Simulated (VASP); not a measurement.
# MgS: single point with PBE

The system is MgS.

```
Mg S
1.0
     4.29554    0.00000    0.00000
    -2.14777    3.72005    0.00000
     0.00000    0.00000    5.28509
Mg S
2 2
Direct
  0.33333 0.66667 0.25000
  0.66667 0.33333 0.75000
  0.66667 0.33333 0.25000
  0.33333 0.66667 0.75000
```

* Program: VASP 6.6.1
* Task: single point
* Functional: PBE
* Potentials or basis: VASP PAW PBE potentials, release 64 (Mg, S)
* Cutoff: 520 eV
* k mesh: 12 × 12 × 6
* Occupations: fermi-dirac, width 0.02 eV
* Spin: no spin polarisation

```
Pressure               : 0.9 GPa
Band gap on the k mesh : 3.00 eV, direct
```

Levels at points of the mesh, in eV from the valence-band top:
| k point | band 4 | band 5 | band 6 | band 7 | band 8 | band 9 | band 10 | band 11 | band 12 | band 13 |
| --- | --- | --- | --- | --- | --- | --- | --- | --- | --- | --- |
| (0.00, 0.00, 0.00) | -2.01 | -2.01 | -0.87 | -0.87 | 0.00 | 3.00 | 3.01 | 6.03 | 6.03 | 7.81 |
| (0.50, 0.00, 0.00) | -2.71 | -2.65 | -2.54 | -1.60 | -0.80 | 3.36 | 5.29 | 6.12 | 6.48 | 7.49 |
| (0.00, 0.00, 0.50) | -2.38 | -1.47 | -1.47 | -1.47 | -1.47 | 4.63 | 4.63 | 5.98 | 5.98 | 5.98 |
| (0.50, 0.00, 0.50) | -4.18 | -1.88 | -1.88 | -0.84 | -0.84 | 4.50 | 4.50 | 6.45 | 6.45 | 8.79 |

Run time: 40 s on 1 thread of Intel(R) Xeon(R) 6975P-C (Granite Rapids), with other jobs on the host, peak memory 0.24 GiB.

A k mesh can miss the band edges. Expect the measured gap to be larger: semilocal functionals such as PBE lack the derivative discontinuity.
